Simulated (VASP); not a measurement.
Set up this calculation in VASP 6.6.1, as the native input.

| Item | Value |
| --- | --- |
| Task | single point |
| Functional | PBE |
| Potentials or basis | VASP PAW PBE potentials, release 64 (P, C) |
| Cutoff | 600 eV |
| k mesh | 6 × 6 × 6 |
| Occupations | gaussian, width 0.2 eV |
| Spin | no spin polarisation |
| Dipole correction | no |
| Further INCAR settings | ALGO = Normal; EDIFF = 1e-06; NBANDS = 12 |

The structure of PC lies in POSCAR:

```
PC
1.0
    0.0000000000      2.0797762495      2.0810428264
    2.0805124989      0.0000000000      2.0810428264
    2.0805124989      2.0797762495      0.0000000000
P C
1 1
Direct
    0.5000000000      0.5000000000      0.5000000000
    0.0000000000      0.0000000000      0.0000000000
```

The input as run:

INCAR

```
ALGO = Normal
EDIFF = 1E-6
ENCUT = 600
GGA = PE
GGA_COMPAT = False
ISIF = 2
ISMEAR = 0
LASPH = True
LCHARG = False
LREAL = False
LWAVE = False
NBANDS = 12
NELM = 120
PREC = Accurate
SIGMA = 0.2
```

KPOINTS

```
k-points
0
Gamma
  6 6 6
```

Potentials or basis: VASP PAW PBE potentials, release 64 (P, C).

The run is started by

```sh
$ cat potpaw_PBE.64/P/POTCAR potpaw_PBE.64/C/POTCAR > POTCAR
$ mpirun -np 1 vasp_std > vasp.out
```

It gave:

| Item | Value |
| --- | --- |
| Pressure | -0.5 GPa |

Caveat: the k points lie up to 0.44 Å⁻¹ apart.

Run time: 3.5 s on 1 thread of Intel(R) Xeon(R) 6975P-C (Granite Rapids) (shared host), peak memory 0.13 GiB.
